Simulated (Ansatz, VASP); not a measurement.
## MnO in VASP and in Ansatz

```
CELL_PARAMETERS angstrom
0.00000 2.17500 2.17500
2.17500 0.00000 2.17500
2.17500 2.17500 0.00000
ATOMIC_POSITIONS crystal
Mn 0.00000 0.00000 0.00000
O 0.41379 0.41379 0.58621
```

Alike in both runs: task single point; functional PBE; k mesh 3 × 3 × 3; occupations fermi-dirac, width 0.15 eV; collinear spin.

|  | VASP | Ansatz |
| --- | --- | --- |
| version | VASP 6.6.1 | Ansatz 0.2 development build |
| potentials or method | VASP PAW PBE potentials, release 64 (Mn_pv, O), cutoff 600 eV | all-electron full-potential LAPW, scalar-relativistic |

VASP gave:

* pressure (GPa): 24.4
* traceless stress, the component that is largest in VASP (GPa): 24.97
* rms of the force components (eV/Å): 1.966
* net moment per atom (μB): 2.30
* size of the moment on the site where the two differ most (μB): 4.12

Problem. What did Ansatz give for the same quantities?

Solution. Pressure (GPa): 23.9; traceless stress, the component that is largest in VASP (GPa): 24.14; rms of the force components (eV/Å): 1.903; net moment per atom (μB): 2.30; size of the moment on the site where the two differ most (μB): 3.75.

Site moments also hang on the region over which each program counts them. Atom by atom the forces differ by 0.063 eV/Å (rms over components). Ansatz ran all-electron here, and VASP with PAW potentials.

The k mesh is coarse, so the values compare programs but aren't converged.
